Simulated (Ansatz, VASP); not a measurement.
LiMgBN2: VASP beside Ansatz

Contents of INCAR:

```
PREC = Accurate ; ENCUT = 520
EDIFF = 1E-6 ; ISMEAR = 0
SIGMA = 0.05 ; LREAL = False
LASPH = True ; NELM = 60
ALGO = Normal ; ISIF = 2
LWAVE = False ; LCHARG = True
GGA = PS ; LELF = True
LVHAR = True ; NBANDS = 17
```

The input KPOINTS:

```
regular mesh
0
Gamma
  8 8 8
```

The input POSCAR:

```
LiMgBN2
1.0
   -1.7966643998      1.7966643998      4.2069354163
    1.7966643998     -1.7966643998      4.2069354163
    1.7966643998      1.7966643998     -4.2069354163
Li Mg B N
1 1 1 2
Direct
    0.2500000000      0.7500000000      0.5000000000
    0.7500000000      0.2500000000      0.5000000000
    0.5000000000      0.5000000000      0.0000000000
    0.6517393865      0.6517393865      0.0000000000
    0.3482606135      0.3482606135      0.0000000000
```

Input for Ansatz:

```yaml
crystal:
  lattice:
    - [-1.7966643998, 1.7966643998, 4.2069354163]
    - [1.7966643998, -1.7966643998, 4.2069354163]
    - [1.7966643998, 1.7966643998, -4.2069354163]
  atoms:
    - { symbol: Li, position: [0.25, 0.75, 0.5] }
    - { symbol: Mg, position: [0.75, 0.25, 0.5] }
    - { symbol: B, position: [0.5, 0.5, 0.0] }
    - { symbol: "N", position: [0.6517393865, 0.6517393865, 0.0] }
    - { symbol: "N", position: [0.3482606135, 0.3482606135, 0.0] }
basis:
  ecutwfc: 520.0
kpoints:
  mp_grid: { grid: [8, 8, 8] }
hamiltonian:
  xc: pbesol
  pseudopotentials: { kind: paw }
scf:
  occupations: { method: gaussian, width: 0.05 }
output:
  forces: true
  stress: true
  eigenvalues: true
```

Alike in both runs: task single point; functional PBEsol; k mesh 8 × 8 × 8; occupations gaussian, width 0.05 eV; no spin polarisation.

```csv
,VASP,Ansatz
version,VASP 6.6.1,Ansatz 0.2.0
potentials or method,"VASP PAW PBE potentials, release 64 (Li_sv, Mg, B, N), cutoff 520 eV","scalar-relativistic, plane waves, PAW"
valence electrons in the cell,18,26
```

|  | VASP | Ansatz | Ansatz less VASP |
| --- | --- | --- | --- |
| gap on the k mesh at the Fermi level (eV) | 2.91 | 2.91 | +0.005 |
| least direct gap on the mesh (eV) | 3.64 | 3.66 | +0.013 |
| rms of the force components (eV/Å) | 1.079 | 1.084 | +0.0050 |

VASP's potentials were made for PBE, not for PBEsol. Atom by atom the forces differ by 0.005 eV/Å (rms over components). The functional is the same, so the differences come from potentials, cutoffs and numerics. VASP's potentials hold 18 valence electrons a cell and Ansatz's 26, so a difference there can come from the potentials and not from the codes.

Noted on VASP's run: the cutoff is under 1.25 times that of the potentials, so the pressure is a little rough.
